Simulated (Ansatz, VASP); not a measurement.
## Two plane-wave programs on As2Se

```
CELL_PARAMETERS angstrom
-3.46999 3.46999 2.61564
3.46999 -3.46999 2.61564
3.46999 3.46999 -2.61564
ATOMIC_POSITIONS crystal
As 0.87500 0.12500 0.75000
As 0.37500 0.12500 0.25000
As 0.87500 0.62500 0.75000
As 0.87500 0.12500 0.25000
Se 0.50000 0.50000 0.00000
Se 0.25000 0.75000 0.50000
```

Alike in both runs: functional PBEsol; k mesh 8 × 8 × 8; occupations gaussian, width 0.1 eV; no spin polarisation.

Ansatz relaxed the structure, and its values are those at the end. VASP's run is a single point on that final structure, the one shown.

```csv
,VASP,Ansatz
version,VASP 6.6.1,Ansatz 0.2.0
potentials or method,"VASP PAW PBE potentials, release 64 (As, Se), cutoff 520 eV","scalar-relativistic, plane waves, PAW"
valence electrons in the cell,32,92
```

Ansatz gave:

* gap on the k mesh at the Fermi level (eV): none
* pressure (GPa): 0.0

What did VASP give for the same quantities?

gap on the k mesh at the Fermi level (eV): none; pressure (GPa): 0.2.

VASP's potentials were made for PBE, not for PBEsol. A gap of «none» marks a metal or a gap that the smearing closes. VASP's potentials hold 32 valence electrons a cell and Ansatz's 92, so a difference there can come from the potentials and not from the codes.
